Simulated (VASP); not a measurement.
# BN (sol2) (P6_3mc) in VASP: further runs

Runs on BN (sol2). Level: PBEsol. Tasks: single point, relaxation of the atoms.

Program: VASP 6.6.1. These are calculated values, not measurements. Logs are shortened: lines on timing, memory, paths and dates and some standing lists are left out, and cuts for length are marked.

## (1) The cell of the first run

It takes space group P6_3mc (No. 186, hexagonal). Conventional cell: a = 2.566 Å, b = 2.566 Å, c = 4.304 Å, α = 90.00°, β = 90.00°, γ = 120.00°. Within 2.1 Å of B (site symmetry 3m) lie 4 N at 1.58 to 1.61 Å. Within 2.1 Å of N (site symmetry 3m) lie 4 B at 1.58 to 1.61 Å.

## (2) Single point, PBEsol (strained cell)

The input, INCAR:

```
SYSTEM = BN
ALGO = Normal ; EDIFF = 1E-7
ENCUT = 520 ; GGA = PS
ISIF = 2 ; ISMEAR = 0
LASPH = .TRUE. ; LCHARG = .TRUE.
LELF = .TRUE. ; LREAL = .FALSE.
LVHAR = .TRUE. ; LWAVE = .FALSE.
NBANDS = 16 ; NELM = 100
PREC = Accurate ; SIGMA = 0.02
```

The input, KPOINTS:

```
k-points
0
G
  9 9 6
  0 0 0
```

The input, POSCAR:

```
BN
1.0
    2.5659661646      0.0000000000      0.0000000000
   -1.2829830823      2.2221918838      0.0000000000
    0.0000000000      0.0000000000      4.3035180269
B N
2 2
Direct
    0.3333333333      0.6666666667     -0.0005252662
    0.6666666667      0.3333333333      0.4994747338
    0.3333333333      0.6666666667      0.3745252662
    0.6666666667      0.3333333333      0.8745252662
```

Potentials or basis: VASP PAW PBE potentials, release 64 (B, N).

The run is started by

```sh
$ cat potpaw_PBE.64/B/POTCAR potpaw_PBE.64/N/POTCAR > POTCAR
$ mpirun -np 1 vasp_std > vasp.out
```

OUTCAR:

```text
SYSTEM = BN
   EDIFF = 1E-7
   ENCUT = 520
   GGA = PS
   ISIF = 2
   ISMEAR = 0
   LASPH = .TRUE.
   LREAL = .FALSE.
   NELM = 100
   PREC = Accurate

 ion  position               nearest neighbor table
   1  0.333  0.667  0.999-   4 1.58   4 1.58   4 1.58   3 1.61
   2  0.667  0.333  0.499-   3 1.58   3 1.58   3 1.58   4 1.61
   3  0.333  0.667  0.375-   2 1.58   2 1.58   2 1.58   1 1.61
   4  0.667  0.333  0.875-   1 1.58   1 1.58   1 1.58   2 1.61

  LATTYP: Found a hexagonal cell.
 ALAT       =     2.5659661646
 C/A-ratio  =     1.6771530686

  Lattice vectors:

 A1 = (   2.5659661646,   0.0000000000,   0.0000000000)
 A2 = (  -1.2829830823,   2.2221918838,   0.0000000000)
 A3 = (   0.0000000000,   0.0000000000,   4.3035180269)

Analysis of symmetry for initial positions (statically):
=====================================================================
 Subroutine PRICEL returns:
 Original cell was already a primitive cell.

 Routine SETGRP: Setting up the symmetry group for a
 hexagonal supercell.

 Subroutine GETGRP returns: Found 12 space group operations
 (whereof  6 operations were pure point group operations)
 out of a pool of 24 trial point group operations.

The static configuration has the point symmetry C_3v.
 The point group associated with its full space group is C_6v.

Analysis of symmetry for dynamics (positions and initial velocities):
=====================================================================
 Subroutine PRICEL returns:
 Original cell was already a primitive cell.

 Routine SETGRP: Setting up the symmetry group for a
 hexagonal supercell.

 Subroutine GETGRP returns: Found 12 space group operations
 (whereof  6 operations were pure point group operations)
 out of a pool of 24 trial point group operations.

The dynamic configuration has the point symmetry C_3v.
 The point group associated with its full space group is C_6v.

 Subroutine INISYM returns: Found 12 space group operations
 (whereof  6 operations are pure point group operations),
 and found     1 'primitive' translations

----------------------------------------------------------------------------------------

                                     Primitive cell

  volume of cell :      24.5390

  direct lattice vectors                    reciprocal lattice vectors
     2.565966165  0.000000000  0.000000000     0.389716752  0.225003072  0.000000000
    -1.282983082  2.222191884  0.000000000     0.000000000  0.450006144  0.000000000
     0.000000000  0.000000000  4.303518027     0.000000000  0.000000000  0.232368029

  length of vectors
     2.565966165  2.565966165  4.303518027     0.450006144  0.450006144  0.232368029

  position of ions in fractional coordinates (direct lattice)
     0.333333333  0.666666667  0.999474734
     0.666666667  0.333333333  0.499474734
     0.333333333  0.666666667  0.374525266
     0.666666667  0.333333333  0.874525266

  ion indices of the primitive-cell ions
   primitive index   ion index
                 1           1
                 2           2
                 3           3
                 4           4

----------------------------------------------------------------------------------------

 KPOINTS: k-points

Automatic generation of k-mesh.
 Grid dimensions read from file:
 generate k-points for:    9    9    6

 Generating k-lattice:

  Cartesian coordinates                     Fractional coordinates (reciprocal lattice)
     0.043301861  0.025000341  0.000000000     0.111111111  0.000000000  0.000000000
     0.000000000  0.050000683  0.000000000     0.000000000  0.111111111  0.000000000
     0.000000000  0.000000000  0.038728005     0.000000000  0.000000000  0.166666667

  Length of vectors
     0.050000683  0.050000683  0.038728005

  Shift w.r.t. Gamma in fractional coordinates (k-lattice)
     0.000000000  0.000000000  0.000000000

 Subroutine IBZKPT returns following result:
 ===========================================

 Found     48 irreducible k-points:

 Following reciprocal coordinates:
            Coordinates               Weight
  0.000000  0.000000  0.000000      1.000000
  0.111111  0.000000  0.000000      6.000000
  0.222222  0.000000  0.000000      6.000000
  0.333333 -0.000000  0.000000      6.000000
  0.444444  0.000000  0.000000      6.000000
  0.111111  0.111111  0.000000      6.000000
[... 16 lines left out ...]
  0.333333  0.222222  0.166667     24.000000
  0.333333  0.333333  0.166667      4.000000
 [... further k-points ...]
   k-points           NKPTS =     48   k-points in BZ     NKDIM =     48   number of bands    NBANDS=     16
   number of dos      NEDOS =    301   number of ions     NIONS =      4
   total plane-waves  NPLWV =  12800
   dimension x,y,z NGX =    20 NGY =   20 NGZ =   32
   dimension x,y,z NGXF=    40 NGYF=   40 NGZF=   64
   ions per type =               2   2
   NGX,Y,Z   is equivalent  to a cutoff of  12.96, 12.96, 12.36 a.u.
   NGXF,Y,Z  is equivalent  to a cutoff of  25.92, 25.92, 24.72 a.u.
 SYSTEM =  BN
   PREC   = accura    normal or accurate (medium, high low for compatibility)
   ISTART =      0    job   : 0-new  1-cont  2-samecut
   ICHARG =      2    charge: 1-file 2-atom 10-const
   ISPIN  =      1    spin polarized calculation?
   LNONCOLLINEAR =      F non collinear calculations
   LSORBIT =      F    spin-orbit coupling
   LASPH  =      T    aspherical Exc in radial PAW
   ENCUT  =  520.0 eV  38.22 Ry    6.18 a.u.   4.77  4.77  8.00*2*pi/ulx,y,z
   NELM   =    100;   NELMIN=  2; NELMDL= -5     # of ELM steps
   EDIFF  = 0.1E-06   stopping-criterion for ELM
   LREAL  =      F    real-space projection
   EDIFFG = 0.1E-05   stopping-criterion for IOM
   NSW    =      0    number of steps for IOM
   IBRION =     -1    ionic relax: 0-MD 1-quasi-New 2-CG
   NFREE  =      0    steps in history (QN), initial steepest desc. (CG)
   ISIF   =      2    stress and relaxation
   ISYM   =      2    0-nonsym 1-usesym 2-fastsym
   POTIM  = 0.5000    time-step for ionic-motion
   TEBEG  =    0.0;   TEEND  =   0.0 temperature during run
   PSTRESS=    0.0 pullay stress
   NELECT =      16.0000    total number of electrons
   NUPDOWN=      -1.0000    fix difference up-down
   EMIN   =  10.00;   EMAX   =-10.00  energy-range for DOS
   EFERMI =   0.00;   METHOD = LEGACY
   ISMEAR =     0;   SIGMA  =   0.02  broadening in eV -4-tet -1-fermi 0-gaus
   EFERMI_NEDOS =   21; number of points for ismear=-14 and -15
   IALGO  =     38    algorithm
   IMIX   =      4    mixing-type and parameters
     AMIX     =   0.40;   BMIX     =  1.00
     AMIX_MAG =   1.60;   BMIX_MAG =  1.00
  volume/ion in A,a.u.               =       6.13        41.40
  Fermi-wavevector in a.u.,A,eV,Ry     =   1.419590  2.682635 27.418929  2.015234
  Thomas-Fermi vector in A             =   2.540594
   LORBIT       =      0    0 simple, 1 ext, 2 COOP (PROOUT), +10 PAW based schemes
   GGA     = PS    functional components
   LHFCALC =     F    Hartree Fock is set to
   AEXX    =    0.0000 exact exchange contribution
   IVDW    =     0    specifies the selected vdW correction
   LEPSILON=     F    determine dielectric tensor
   LRPA    =     F    only Hartree local field effects (RPA)
 non-spin polarized calculation
 Gauss-broadening in eV      SIGMA  =   0.02
  energy-cutoff  :      520.00
  volume of cell :       24.54
 maximum number of plane-waves:       677
 NGX is ok and might be reduce to    20
   NGX =  9   NGY =  9   NGZ = 17

 number of electron      16.0000002 magnetization

 Free energy of the ion-electron system (eV)
  ---------------------------------------------------
  ext. energy  EPLUGINS =         0.00000000
  ---------------------------------------------------
  free energy    TOTEN  =       -36.57074326 eV

  energy without entropy =      -36.57074326  energy(sigma->0) =      -36.57074326

 E-fermi :   7.2261     XC(G=0): -12.8238

 val. band max:        7.0546486244   @ k =   0.0000   0.0000   0.0000
 cond. band min:      12.0594394019   @ k =   0.3333   0.3333   0.0000
 fundamental gap:      5.0047907775
 Fermi energy:         7.2261200964

 k-point     1 :       0.0000    0.0000    0.0000
  band No.  band energies     occupation
      1     -12.9448      2.00000
      2      -9.0358      2.00000
      3      -3.6231      2.00000
      4       5.1029      2.00000
      5       5.1029      2.00000
      6       6.7755      2.00000
[... 8 lines left out ...]
     15      18.6366      0.00000
     16      22.4711      0.00000

 k-point     2 :       0.1111    0.0000    0.0000
  band No.  band energies     occupation
      1     -12.6804      2.00000
      2      -8.8320      2.00000
      3      -3.3587      2.00000
      4       3.9359      2.00000
      5       4.6350      2.00000
      6       6.0770      2.00000
[... 8 lines left out ...]
     15      19.3720      0.00000
     16      22.1087      0.00000

 k-point     3 :       0.2222    0.0000    0.0000
  band No.  band energies     occupation
      1     -11.9038      2.00000
      2      -8.2735      2.00000
      3      -2.5850      2.00000
      4       1.4595      2.00000
      5       3.6846      2.00000
      6       3.9105      2.00000
[... 8 lines left out ...]
     15      21.1050      0.00000
     16      21.6408      0.00000

 k-point     4 :       0.3333   -0.0000    0.0000
  band No.  band energies     occupation
      1     -10.6842      2.00000
      2      -7.6115      2.00000
      3      -1.3925      2.00000
      4      -0.9523      2.00000
      5       1.5597      2.00000
      6       2.8338      2.00000
[... 8 lines left out ...]
     15      22.1180      0.00000
     16      22.9543      0.00000
[... 324 lines left out ...]
 k-point    22 :       0.2222    0.2222    0.1667
  band No.  band energies     occupation
      1      -9.8662      2.00000
      2      -7.5777      2.00000
      3      -1.1879      2.00000
      4      -0.1656      2.00000
      5       0.5060      2.00000
      6       1.6631      2.00000
[... 8 lines left out ...]
     15      21.6831      0.00000
     16      22.8669      0.00000

 k-point    23 :       0.3333    0.2222    0.1667
  band No.  band energies     occupation
      1      -8.5984      2.00000
      2      -7.4187      2.00000
      3      -1.8425      2.00000
      4      -0.7846      2.00000
      5       0.2206      2.00000
      6       1.5140      2.00000
[... 8 lines left out ...]
     15      22.4819      0.00000
     16      22.9344      0.00000

 k-point    24 :       0.3333    0.3333    0.1667
  band No.  band energies     occupation
      1      -7.7251      2.00000
      2      -7.7251      2.00000
      3      -1.7494      2.00000
      4      -0.6052      2.00000
      5      -0.6052      2.00000
      6       1.2759      2.00000
[... 8 lines left out ...]
     15      22.4653      0.00000
     16      22.4653      0.00000

 [... further k-points ...]

------------------------ aborting loop because EDIFF is reached ----------------------------------------

  FORCE on cell =-STRESS in cart. coord.  units (eV):
  Direction    XX          YY          ZZ          XY          YZ          ZX
  --------------------------------------------------------------------------------------
  -------------------------------------------------------------------------------------
  Total       -1.6420233     -1.6420233     -3.5248646      0.0000000      0.0000000     -0.0000000
  in kB     -107.2096292   -107.2096292   -230.1425430      0.0000000      0.0000000     -0.0000000
  external PRESSURE =    -148.1872671 kB  Pullay stress =       0.0000000 kB

 VOLUME and BASIS-vectors are now :
 -----------------------------------------------------------------------------
  energy-cutoff  :      520.00
  volume of cell :       24.54
      direct lattice vectors                 reciprocal lattice vectors
     2.565966165  0.000000000  0.000000000     0.389716752  0.225003072  0.000000000
    -1.282983082  2.222191884  0.000000000     0.000000000  0.450006144  0.000000000
     0.000000000  0.000000000  4.303518027     0.000000000  0.000000000  0.232368029

 POSITION                                       TOTAL-FORCE (eV/Angst)
 -----------------------------------------------------------------------------------
     -0.00000      1.48146      4.30126         0.000000      0.000000      0.009157
      1.28298      0.74073      2.14950        -0.000000      0.000000      0.009157
     -0.00000      1.48146      1.61178         0.000000      0.000000     -0.009157
      1.28298      0.74073      3.76354        -0.000000      0.000000     -0.009157
 -----------------------------------------------------------------------------------
    total drift:                               -0.000000     -0.000000     -0.000189

  FREE ENERGIE OF THE ION-ELECTRON SYSTEM (eV)
  ---------------------------------------------------
  free  energy   TOTEN  =       -36.5707432642 eV

  energy  without entropy=      -36.5707432642  energy(sigma->0) =      -36.57074326
```

It took 7.1 s on 1 thread of Intel Xeon 6975P-C (Granite Rapids), shared host; peak memory 0.13 GiB.

Results:

* Free energy: -36.5707 eV
* Pressure: -14.8 GPa
* Largest force: 0.009 eV/Å
* Band gap on the k mesh: 5.00 eV, indirect (least direct gap 7.85 eV)

Forces on the atoms (eV/Å):
```
B    0.000  0.000  0.009
B    0.000  0.000  0.009
N    0.000  0.000 -0.009
N    0.000  0.000 -0.009
```

Caveat: the cell differs from its parent crystal (strained cell); the PAW data sets were made with another functional, which shifts forces and pressure a little. A k mesh can miss the band edges.

## (3) Relaxation of the atoms, PBEsol (strained cell)

The input, INCAR:

```
ALGO = Normal ; EDIFF = 1E-7
EDIFFG = -0.002 ; ENCUT = 520
GGA = PS ; IBRION = 2
ISIF = 2 ; ISMEAR = 0
LASPH = T ; LCHARG = F
LREAL = F ; LWAVE = F
NELM = 100 ; NSW = 60
PREC = Accurate ; SIGMA = 0.02
```

The input, KPOINTS:

```
k-points
0
Gamma
  9 9 6
```

The input, POSCAR:

```
BN
1.0
    2.5659661646      0.0000000000      0.0000000000
   -1.2829830823      2.2221918838      0.0000000000
    0.0000000000      0.0000000000      4.1774383972
B N
2 2
Direct
    0.3333333333      0.6666666667     -0.0002373566
    0.6666666667      0.3333333333      0.4997626434
    0.3333333333      0.6666666667      0.3742373566
    0.6666666667      0.3333333333      0.8742373566
```

Potentials or basis: VASP PAW PBE potentials, release 64 (B, N).

The run is started by

```sh
$ cat potpaw_PBE.64/B/POTCAR potpaw_PBE.64/N/POTCAR > POTCAR
$ mpirun -np 1 vasp_std > vasp.out
```

OUTCAR:

```text
EDIFF = 1E-7
   EDIFFG = -0.002
   ENCUT = 520
   GGA = PS
   IBRION = 2
   ISIF = 2
   ISMEAR = 0
   LASPH = T
   LREAL = F
   NELM = 100
   NSW = 60
   PREC = Accurate

 ion  position               nearest neighbor table
   1  0.333  0.667  1.000-   3 1.56   4 1.57   4 1.57   4 1.57
   2  0.667  0.333  0.500-   4 1.56   3 1.57   3 1.57   3 1.57
   3  0.333  0.667  0.374-   1 1.56   2 1.57   2 1.57   2 1.57
   4  0.667  0.333  0.874-   2 1.56   1 1.57   1 1.57   1 1.57

  LATTYP: Found a hexagonal cell.
 ALAT       =     2.5659661646
 C/A-ratio  =     1.6280177248

  Lattice vectors:

 A1 = (   2.5659661646,   0.0000000000,   0.0000000000)
 A2 = (  -1.2829830823,   2.2221918838,   0.0000000000)
 A3 = (   0.0000000000,   0.0000000000,   4.1774383972)

Analysis of symmetry for initial positions (statically):
=====================================================================
 Subroutine PRICEL returns:
 Original cell was already a primitive cell.

 Routine SETGRP: Setting up the symmetry group for a
 hexagonal supercell.

 Subroutine GETGRP returns: Found 12 space group operations
 (whereof  6 operations were pure point group operations)
 out of a pool of 24 trial point group operations.

The static configuration has the point symmetry C_3v.
 The point group associated with its full space group is C_6v.

Analysis of symmetry for dynamics (positions and initial velocities):
[... 245 lines left out ...]
  ---------------------------------------------------
  ext. energy  EPLUGINS =         0.00000000
  ---------------------------------------------------
  free energy    TOTEN  =       -36.61053543 eV

  energy without entropy =      -36.61053543  energy(sigma->0) =      -36.61053543

 E-fermi :   7.5897     XC(G=0): -12.9656

 val. band max:        7.4030057276   @ k =   0.0000   0.0000   0.0000
 cond. band min:      12.4509333065   @ k =   0.3333   0.3333   0.0000
 fundamental gap:      5.0479275789
 Fermi energy:         7.5896752886

 k-point     1 :       0.0000    0.0000    0.0000
  band No.  band energies     occupation
      1     -12.9174      2.00000
      2      -8.6100      2.00000
      3      -3.4759      2.00000
      4       5.1690      2.00000
      5       5.1690      2.00000
      6       7.1963      2.00000
      7       7.4030      2.00000
      8       7.4030      2.00000
      9      15.5437      0.00000
     10      15.5437      0.00000
     11      16.4032      0.00000
     12      16.4798      0.00000
[... 331 lines left out ...]
 k-point    24 :       0.3333    0.3333    0.1667
  band No.  band energies     occupation
      1      -7.6134      2.00000
      2      -7.6134      2.00000
      3      -1.6923      2.00000
      4      -0.3847      2.00000
      5      -0.3847      2.00000
      6       1.6749      2.00000
      7       2.7955      2.00000
      8       2.7955      2.00000
      9      13.2169      0.00000
     10      19.4567      0.00000
     11      19.4567      0.00000
     12      20.7294      0.00000

 [... further k-points ...]

------------------------ aborting loop because EDIFF is reached ----------------------------------------

  FORCE on cell =-STRESS in cart. coord.  units (eV):
  Direction    XX          YY          ZZ          XY          YZ          ZX
  --------------------------------------------------------------------------------------
  -------------------------------------------------------------------------------------
  Total       -1.3893557     -1.3893557      0.8631787      0.0000000      0.0000000     -0.0000000
  in kB      -93.4504701    -93.4504701     58.0588950      0.0000000      0.0000000     -0.0000000
  external PRESSURE =     -42.9473484 kB  Pullay stress =       0.0000000 kB
[... 19 lines left out ...]
  FREE ENERGIE OF THE ION-ELECTRON SYSTEM (eV)
  ---------------------------------------------------
  free  energy   TOTEN  =       -36.6105354325 eV

  energy  without entropy=      -36.6105354325  energy(sigma->0) =      -36.61053543

 reached required accuracy - stopping structural energy minimisation
```

OSZICAR:

```text
N       E                     dE             d eps       ncg     rms          rms(c)
DAV:   1     0.490061988072E+02    0.49006E+02   -0.86962E+03  1152   0.130E+03
DAV:   2    -0.359857885618E+02   -0.84992E+02   -0.79833E+02  1604   0.274E+02
DAV:   3    -0.384764385674E+02   -0.24907E+01   -0.24802E+01  1532   0.473E+01
[... 19 lines left out ...]
DAV:   1    -0.366105274688E+02   -0.10328E-03   -0.11560E-02  1332   0.103E+00    0.228E-02
DAV:   2    -0.366105393797E+02   -0.11911E-04   -0.17370E-04  1428   0.129E-01    0.138E-02
DAV:   3    -0.366105356697E+02    0.37100E-05   -0.42600E-06  1484   0.236E-02    0.510E-03
DAV:   4    -0.366105354364E+02    0.23328E-06   -0.21473E-06  1464   0.141E-02    0.142E-03
DAV:   5    -0.366105354325E+02    0.38897E-08   -0.20583E-07  1164   0.476E-03
   3 F= -.36610535E+02 E0= -.36610535E+02  d E =-.615275E-04
```

Wall time 9.7 s (1 thread of Intel Xeon 6975P-C (Granite Rapids), shared host); peak memory 0.13 GiB.

Results:

| Item | Value |
| --- | --- |
| Free energy | -36.6105 eV |
| Energy gained by relaxing | 0.0 meV/atom |
| Ionic steps | 3 |
| Pressure after relaxing | -4.3 GPa |
| Band gap on the k mesh | 5.05 eV, indirect (least direct gap 8.06 eV) |

Stress tensor (GPa, compression positive):
```
-9.35  0.00  0.00
 0.00 -9.35  0.00
 0.00  0.00  5.81
```

Final structure:
```
B N
1.0
     2.56597    0.00000    0.00000
    -1.28298    2.22219    0.00000
     0.00000    0.00000    4.17744
B N
2 2
Direct
  0.33333 0.66667 0.99957
  0.66667 0.33333 0.49957
  0.33333 0.66667 0.37443
  0.66667 0.33333 0.87443
```

Caveat: the cell differs from its parent crystal (strained cell); the PAW data sets were made with another functional, which shifts forces and pressure a little.

(Continued in part 2 of 2.)
